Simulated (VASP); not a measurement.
Here is a VASP 6.6.1 calculation.

The input INCAR:

```
PREC = Accurate
ENCUT = 520
EDIFF = 1E-7
ISMEAR = -1
SIGMA = 0.1
LREAL = F
LASPH = T
NELM = 100
ALGO = Normal
ISIF = 2
LWAVE = F
LCHARG = F
GGA = PE
NBANDS = 11
```

KPOINTS

```
regular mesh
0
Gamma
  16 16 16
```

The input POSCAR:

```
Hf
1.0
    0.0000000000      2.0475042902      2.0475042902
    2.0475042902      0.0000000000      2.0475042902
    2.0475042902      2.0475042902      0.0000000000
Hf
1
Direct
    0.0000000000      0.0000000000      0.0000000000
```

Potentials or basis: VASP PAW PBE potentials, release 64 (Hf_pv).

Command:

```bash
$ cat potpaw_PBE.64/Hf_pv/POTCAR > POTCAR
$ mpirun -np 1 vasp_std > vasp.out
```

Problem. Predict the band gap on the k mesh.

Solution. Zero (band 5 reaches 8.19 eV, above the bottom of band 6 at 6.16 eV).

Problem. Predict the pressure.

Solution. 43.2 GPa.

Caveat: spin-orbit coupling is left out, which moves the levels of the heavy elements.
